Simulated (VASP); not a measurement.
Set up this calculation in VASP 6.6.1, as the native input.

```yaml
Task: single point
Functional: PBE
Potentials_or_basis: VASP PAW PBE potentials, release 64 (Ho_3, Sb, N), 4f in core
Cutoff: 600 eV
k_mesh: 4 × 4 × 2
Occupations: gaussian, width 0.2 eV
Spin: no spin polarisation
Dipole_correction: no
Further_INCAR_settings: ALGO = Normal; EDIFF = 1e-06; NBANDS = 24
```

The structure of Ho2Sb2N lies in POSCAR:

```
Ho2Sb2N
1.0
    4.4473077755      0.0000000000      0.0000000000
    0.0000000000      4.4473077755      0.0000000000
    0.0000000000      0.0000000000      9.4136451139
Ho Sb N
2 2 1
Direct
    0.5000000000      0.5000000000      0.5000000000
    0.0000000000      0.0000000000      0.5000000000
    0.0000000000      0.0000000000      0.7970389841
    0.0000000000      0.0000000000      0.2029610159
    0.0000000000      0.0000000000      0.0000000000
```

The cell was generated, and may not be a known phase.

The input as run:

INCAR

```
SYSTEM = Ho2Sb2N
PREC = Accurate
ENCUT = 600
EDIFF = 1E-6
ISMEAR = 0
SIGMA = 0.2
LREAL = .False.
LASPH = .True.
NELM = 200
ALGO = Normal
ISIF = 2
LWAVE = .False.
LCHARG = .False.
GGA = PE
NBANDS = 24
GGA_COMPAT = .False.
LMAXMIX = 6
```

KPOINTS

```
Automatic mesh
0
Gamma
  4 4 2
  0 0 0
```

Potentials or basis: VASP PAW PBE potentials, release 64 (Ho_3, Sb, N), 4f in core.

The run is started by

```bash
$ cat potpaw_PBE.64/Ho_3/POTCAR potpaw_PBE.64/Sb/POTCAR potpaw_PBE.64/N/POTCAR > POTCAR
$ mpirun -np 1 vasp_std > vasp.out
```

Results of the run:

```
Pressure               : 0.3 GPa
Largest force          : 0.216 eV/Å
Band gap on the k mesh : zero (an odd number of electrons rules out a gap without spin polarisation)
```

Caveat: spin-orbit coupling is left out, which moves the levels of the heavy elements; the 4f electrons are frozen in the core, so they carry no moment and show no levels; the run has no spin polarisation, though such a crystal can be magnetic.

Run time: 87 s on 1 thread of Intel(R) Xeon(R) Platinum 8488C (Sapphire Rapids) (shared host), peak memory 0.35 GiB.
